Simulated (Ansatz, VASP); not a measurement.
## CdSe in VASP and in Ansatz

File INCAR:

```
ALGO = Normal ; EDIFF = 1E-6
ENCUT = 520 ; ISIF = 2
ISMEAR = 0 ; LASPH = True
LCHARG = False ; LREAL = False
LWAVE = False ; NBANDS = 16
NELM = 80 ; PREC = Accurate
SIGMA = 0.1
```

The input KPOINTS:

```
k-points
0
Gamma
  6 6 6
```

POSCAR

```
CdSe
1.0
    0.0000000000      3.0702712000      3.0702712000
    3.0702712000      0.0000000000      3.0702712000
    3.0702712000      3.0702712000      0.0000000000
Cd Se
1 1
Direct
    0.0000000000      0.0000000000      0.0000000000
    0.2500000000      0.2500000000      0.2500000000
```

Input for Ansatz:

```yaml
crystal:
  lattice:
    - [0.0, 3.0702712, 3.0702712]
    - [3.0702712, 0.0, 3.0702712]
    - [3.0702712, 3.0702712, 0.0]
  atoms:
    - { symbol: Cd, position: [0.0, 0.0, 0.0] }
    - { symbol: Se, position: [0.25, 0.25, 0.25] }
basis:
  ecutwfc: 420
kpoints:
  mp_grid: { grid: [6, 6, 6] }
hamiltonian:
  xc: lda
  pseudopotentials: { kind: paw, azcp: { folder: soft_1 } }
scf:
  occupations: { method: gaussian, width: 0.1 }
output:
  forces: true
  stress: true
  eigenvalues: true
```

Alike in both runs: task single point; functional LDA; k mesh 6 × 6 × 6; occupations gaussian, width 0.1 eV; no spin polarisation.

|  | VASP | Ansatz |
| --- | --- | --- |
| version | VASP 6.6.1 | Ansatz 0.2.0 |
| potentials or method | VASP PAW LDA potentials, release 64 (Cd, Se), cutoff 520 eV | scalar-relativistic, plane waves, PAW |
| valence electrons in the cell | 18 | 36 |

```tsv
	VASP	Ansatz	Ansatz less VASP
gap on the k mesh at the Fermi level (eV)	0.30	0.27	-0.030
least direct gap on the mesh (eV)	0.30	0.27	-0.030
pressure (GPa)	-2.9	-3.2	-0.36
```

Ansatz warns that its potentials were made for another functional, while VASP's fit it. LDA's correlation is that of Perdew and Zunger in VASP and of Perdew and Wang (1992) in Ansatz. VASP's potentials hold 18 valence electrons a cell and Ansatz's 36, so a difference there can come from the potentials and not from the codes.
